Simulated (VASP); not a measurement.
A run of VASP 6.6.1 is set up as follows.

File INCAR:

```
ALGO     = Normal         # electronic algorithm
EDIFF    = 1E-7           # SCF threshold, eV
ENCUT    = 520            # plane-wave cutoff, eV
GGA      = PE             # functional
ISIF     = 2              # what is computed and relaxed
ISMEAR   = -1             # smearing method
LASPH    = T              # aspherical terms in the spheres
LCHARG   = T              # write CHGCAR
LELF     = T              # ELF
LREAL    = F              # projectors in reciprocal space
LVHAR    = T            
LWAVE    = F              # write WAVECAR
NBANDS   = 26             # bands
NELM     = 80             # most SCF steps
PREC     = Accurate       # precision mode
SIGMA    = 0.1            # smearing width, eV
```

KPOINTS

```
k-points
0
Gamma
  9 9 3
```

The input POSCAR:

```
K
1.0
    4.8380879266      0.0000000000      0.0000000000
   -2.4190439633      4.1899070502      0.0000000000
    0.0000000000      0.0000000000     15.7835111984
K
4
Direct
    1.0000000000      0.0000000000      0.0000000000
    1.0000000000      0.0000000000      0.5000000000
    0.3333333333      0.6666666667      0.2500000000
    0.6666666667      0.3333333333      0.7500000000
```

Potentials or basis: VASP PAW PBE potentials, release 64 (K_sv).

The run is started by

```sh
$ cat potpaw_PBE.64/K_sv/POTCAR > POTCAR
$ mpirun -np 1 vasp_std > vasp.out
```

Estimate the pressure.

-0.2 GPa.

What does it give for the band gap on the k mesh?

Zero (bands 18 and 19 overlap by 2.21 eV).
